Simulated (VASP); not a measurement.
# SnO: single point with r2SCAN

Crystal: SnO.

```
Sn O
1.0
     3.83895    0.00000    0.00000
     0.00000    3.83895    0.00000
     0.00000    0.00000    4.91928
Sn O
2 2
Direct
  0.50000 0.00000 0.76463
  0.00000 0.50000 0.23537
  0.00000 0.00000 0.00000
  0.50000 0.50000 0.00000
```

```json
{"Program": "VASP 6.6.1", "Task": "single point", "Functional": "r2SCAN", "Potentials or basis": "VASP PAW PBE potentials, release 64 (Sn_d, O)", "Cutoff": "520 eV", "k mesh": "7 × 7 × 6", "Occupations": "fermi-dirac, width 0.05 eV", "Spin": "no spin polarisation"}
```

```yaml
Pressure: -1.8 GPa
Largest_force: 0.266 eV/Å
Band_gap_on_the_k_mesh: 0.59 eV, indirect (least direct gap 2.35 eV)
```

Forces in eV/Å, atoms in the order of the input:
```
Sn   0.000  0.000  0.266
Sn   0.000  0.000 -0.266
O    0.000  0.000  0.000
O    0.000  0.000  0.000
```

Stress tensor (GPa, compression positive):
```
-1.95  0.00  0.00
 0.00 -1.95  0.00
 0.00  0.00 -1.37
```

Levels at points of the mesh, in eV from the valence-band top:
```
           k point  band 17  band 18  band 19  band 20  band 21  band 22  band 23  band 24
(0.00, 0.00, 0.00)    -3.67    -3.38    -3.38     0.00     2.35     4.55     4.94     4.94
(0.00, 0.00, 0.50)    -3.39    -3.39    -3.20    -2.36     2.02     3.25     3.25     3.84
```

Wall time 4.8 min on 1 thread of Intel(R) Xeon(R) 6975P-C (Granite Rapids), with other jobs on the host, peak memory 0.23 GiB.

Caveat: the PAW data sets were made with another functional, which shifts forces and pressure a little; spin-orbit coupling is left out, which moves the levels of the heavy elements. r2SCAN opens gaps a little over a GGA but as a rule still falls short of measured ones.
